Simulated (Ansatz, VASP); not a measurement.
**MoS2 in VASP and in Ansatz**

```
Mo S
1.0
     3.17096    0.00000    0.00000
    -1.58548    2.74613    0.00000
     0.00000    0.00000    6.76099
Mo S
1 2
Direct
  0.00000 0.00000 0.00000
  0.33333 0.66667 0.23009
  0.33333 0.66667 0.76991
```

Change from the starting cell: uniaxial_z strain -0.7%.

Alike in both runs: task single point; functional r2SCAN; k mesh 12 × 12 × 4; no spin polarisation.

```csv
,VASP,Ansatz
version,VASP 6.6.1,Ansatz 0.2.0
potentials or method,"VASP PAW PBE potentials, release 64 (Mo_sv, S)","plane waves, PAW"
plane-wave cutoff (eV),520,500
occupations,"gaussian, width 0.01 eV",fixed
valence electrons in the cell,26,26
```

|  | VASP | Ansatz | Ansatz less VASP |
| --- | --- | --- | --- |
| gap on the k mesh at the Fermi level (eV) | 1.33 | 1.32 | -0.017 |
| pressure (GPa) | 1.2 | 1.1 | -0.05 |
| traceless stress, the component that is largest in VASP (GPa) | -0.06 | 0.01 | +0.063 |
| rms of the force components (eV/Å) | 0.018 | 0.020 | +0.0021 |

VASP's potentials were made for PBE, not for r2SCAN. Atom by atom the forces differ by 0.002 eV/Å (rms over components).
